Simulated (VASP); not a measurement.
A run of VASP 6.6.1 is set up as follows.

File INCAR:

```
SYSTEM = AlAs
  ALGO = Normal
  EDIFF = 1E-6
  ENCUT = 500
  GGA = CA
  GGA_COMPAT = .FALSE.
  ISIF = 2
  ISMEAR = 0
  LASPH = .TRUE.
  LCHARG = .FALSE.
  LREAL = .FALSE.
  LWAVE = .FALSE.
  NBANDS = 11
  NELM = 120
  PREC = Accurate
  SIGMA = 0.01
```

Contents of KPOINTS:

```
k-points
0
G
  8 8 8
  0 0 0
```

The input POSCAR:

```
AlAs
1.0
    2.8406623258      2.8406623258      0.0000000000
   -2.8406623258      2.8406623258      0.0000000000
    0.0000000000      2.8406623258      2.8406623258
Al As
1 1
Direct
    0.0000000000      0.0000000000      0.0000000000
    0.7500000000      0.2500000000      0.5000000000
```

Potentials or basis: VASP PAW LDA potentials, release 64 (Al, As).

Launch:

```bash
$ cat potpaw_LDA.64/Al/POTCAR potpaw_LDA.64/As/POTCAR > POTCAR
$ mpirun -np 1 vasp_std > vasp.out
```

(1) Estimate the band gap on the k mesh.

(2) Predict the pressure.

Results:

(1) 1.36 eV, indirect (least direct gap 1.80 eV).

(2) -1.7 GPa.
